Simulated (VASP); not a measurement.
A run of VASP 6.6.1 is set up as follows.

INCAR

```
PREC = Accurate
ENCUT = 520
EDIFF = 1E-6
ISMEAR = -1
SIGMA = 0.2
LREAL = False
LASPH = True
NELM = 80
ALGO = Normal
ISIF = 2
LWAVE = False
LCHARG = True
GGA = CA
LELF = True
LVHAR = True
NBANDS = 16
```

File KPOINTS:

```
regular mesh
0
Gamma
  8 8 8
```

File POSCAR:

```
CdTe
1.0
    0.0000000000      2.9366143483      3.8175986528
    2.9366143483      0.0000000000      3.8175986528
    2.9366143483      2.9366143483      0.0000000000
Cd Te
1 1
Direct
    0.0000000000      0.0000000000      0.0000000000
    0.7500000000      0.7500000000      0.7500000000
```

Potentials or basis: VASP PAW LDA potentials, release 64 (Cd, Te).

Run with:

```bash
$ cat potpaw_LDA.64/Cd/POTCAR potpaw_LDA.64/Te/POTCAR > POTCAR
$ mpirun -np 1 vasp_std > vasp.out
```

Estimate the pressure.

-0.7 GPa.

Estimate the band gap on the k mesh.

zero (filled and empty bands touch).

Stress tensor (GPa, compression positive):
```
 1.71  0.00  0.00
 0.00  1.71  0.00
 0.00  0.00 -5.63
```

Caveat: spin-orbit coupling is left out, which moves the levels of the heavy elements.
